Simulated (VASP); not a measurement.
A run of VASP 6.6.1 is set up as follows.

The input POSCAR:

```
GaP
1.0
    0.0000000000      2.6982450000      2.6982450000
    2.6982450000      0.0000000000      2.6982450000
    2.6982450000      2.6982450000      0.0000000000
Ga P
1 1
Direct
    0.0000000000      0.0000000000      0.0000000000
    0.2500000000      0.2500000000      0.2500000000
```

Contents of INCAR.step1:

```
SYSTEM = GaP
  PREC = Accurate
  ENCUT = 550
  ISMEAR = 0
  SIGMA = 0.01
  LREAL = .FALSE.
  LASPH = .TRUE.
  NELM = 120
  NBANDS = 16
  GGA = PE
  ALGO = Normal
  EDIFF = 1E-5
  LWAVE = .TRUE.
  LCHARG = .FALSE.
  GGA_COMPAT = .FALSE.
```

The input INCAR.step2:

```
SYSTEM = GaP
  PREC = Accurate
  ENCUT = 550
  EDIFF = 1E-6
  ISMEAR = 0
  SIGMA = 0.01
  LREAL = .FALSE.
  LASPH = .TRUE.
  NELM = 120
  ALGO = Normal
  ISIF = 2
  LWAVE = .FALSE.
  LCHARG = .TRUE.
  METAGGA = R2SCAN
  LMIXTAU = .TRUE.
  LELF = .TRUE.
  LVHAR = .TRUE.
  NBANDS = 16
  ISTART = 1
  GGA_COMPAT = .FALSE.
```

KPOINTS

```
Automatic mesh
0
G
  8 8 8
  0 0 0
```

Potentials or basis: VASP PAW PBE potentials, release 64 (Ga_d, P).

Run with:

```bash
$ cat potpaw_PBE.64/Ga_d/POTCAR potpaw_PBE.64/P/POTCAR > POTCAR
$ cp INCAR.step1 INCAR
$ mpirun -np 1 vasp_std > vasp.out
$ cp INCAR.step2 INCAR
$ mpirun -np 1 vasp_std > vasp.out
```

Question: Estimate the pressure.

Answer: 2.8 GPa.

Question: Estimate the band gap on the k mesh.

Answer: 1.85 eV (least direct gap 2.61 eV).

Caveat: the PAW data sets were made with another functional, which shifts forces and pressure a little. A k mesh can miss the band edges.
